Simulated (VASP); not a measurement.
# Li8Nb8HO23 (a cell with a defect): single point with r2SCAN

The system is Li8Nb8HO23 (a cell with a defect).

```xyz
40
Lattice="2.5950 1.4982 4.6722 -5.1899 2.9964 9.3444 0.0000 -5.9928 9.3444" Properties=species:S:1:pos:R:3 pbc="T T T"
Li    0.0823   -0.0011    9.9755
Li   -0.0777    0.0591    3.1127
Li   -0.0348   -3.0437   14.7553
Li    0.0013   -2.9556    7.7813
Li   -2.6175    1.4356   14.8972
Li   -2.5695    1.5260    7.7926
Li   -2.5994   -1.5236   19.4249
Li   -2.6673   -1.5204   12.4424
Nb   -0.0558   -0.0096   14.0123
Nb   -0.0305    0.0072    7.0594
Nb   -0.0461   -2.9609   18.7830
Nb   -0.0582   -3.0268   11.7280
Nb   -2.6185    1.5153   18.7756
Nb   -2.7122    1.5551   11.8216
Nb   -2.6064   -1.4301   23.4179
Nb   -2.6197   -1.5020   16.4260
O    -0.9212   -1.2538    8.5157
O    -0.5945    1.4604    8.4051
O     1.6248   -0.1559    8.4607
O     0.6561   -1.5699    6.1588
O     1.0334    1.2694    6.0720
O    -1.6238    0.1727    6.0848
O    -0.9197   -4.2506   13.1073
O    -0.6628   -1.4943   13.0422
O     1.5949   -3.1109   13.1483
O     0.6670   -4.5477   10.7776
O     1.0364   -1.7256   10.7421
O    -1.6493   -2.7490   10.7588
O    -3.4911    0.2312   13.1471
O    -3.2080    3.0444   12.9932
O    -0.9712    1.3399   13.0572
O    -1.5473    2.7057   10.6984
O    -4.2439    1.6502   10.7389
O    -3.5061   -2.7724   17.7832
O    -3.1965   -0.0201   17.7392
O    -0.9979   -1.6549   17.7840
O    -1.9304   -3.0546   15.4561
O    -1.5181   -0.1911   15.4333
O    -4.2242   -1.3246   15.4406
H    -1.9573   -0.0225   10.7460
```

```yaml
Program: VASP 6.6.1
Task: single point
Functional: r2SCAN
Potentials_or_basis: VASP PAW PBE potentials, release 64 (Li_sv, Nb_sv, O, H)
Cutoff: 520 eV
k_mesh: 1 × 1 × 1, shifted
Occupations: fermi-dirac, width 0.01 eV
Spin: no spin polarisation
Dipole_correction: no
Charge: -1
Further_INCAR_settings: LREAL = Auto; ALGO = Normal; EDIFF = 1e-07; NBANDS = 160; NELECT = 268.0
```

The largest force is 0.164 eV/Å.

Forces in eV/Å, atoms in the order of the input:
```
Li   0.053 -0.016 -0.047
Li   0.002 -0.017 -0.002
Li   0.017 -0.019 -0.009
Li   0.002 -0.018 -0.011
Li   0.001  0.001 -0.061
Li  -0.001  0.018  0.012
Li   0.005 -0.007 -0.016
Li  -0.004  0.004 -0.018
Nb  -0.040 -0.065 -0.097
Nb   0.018  0.040 -0.087
Nb  -0.078  0.007  0.005
Nb   0.030 -0.045 -0.057
Nb   0.004  0.012 -0.054
Nb  -0.080  0.143  0.004
Nb  -0.019 -0.013 -0.081
Nb  -0.031 -0.058 -0.021
O   -0.072  0.029 -0.020
O    0.061 -0.023 -0.008
O   -0.012 -0.108  0.061
O   -0.097  0.052  0.029
O   -0.019 -0.068  0.048
O    0.113  0.038  0.055
O   -0.019  0.075 -0.017
O    0.063  0.053  0.045
O   -0.016 -0.120  0.036
O   -0.102  0.040  0.014
O    0.019 -0.026  0.000
O    0.070  0.038  0.032
O   -0.092  0.050  0.032
O    0.066 -0.011  0.012
O    0.016 -0.118  0.078
O    0.068  0.027 -0.018
O    0.097  0.050  0.064
O   -0.049  0.086 -0.007
O    0.055 -0.008  0.010
O   -0.018 -0.079  0.015
O   -0.093  0.044  0.027
O    0.014 -0.042  0.006
O    0.093  0.055  0.043
H   -0.027  0.000  0.000
```

Levels at points of the mesh, in eV from the Fermi level:
```
           k point  band 132  band 133  band 134  band 135  band 136  band 137
(0.25, 0.25, 0.25)     -3.83     -3.73     -0.19      0.19      0.34      0.38
```

Wall time 9.7 min on 1 thread of AMD EPYC 9R45 96-Core Processor (Zen 5) (shared host), peak memory 0.73 GiB.

Caveat: the k points lie up to 1.14 Å⁻¹ apart, too coarse for converged energies, forces and pressures; the cell carries a net charge on a neutralising background, which shifts energy and pressure; the cell is charged against a uniform background, so pressure and absolute levels hang on convention; the PAW data sets were made with another functional, which shifts forces and pressure a little.
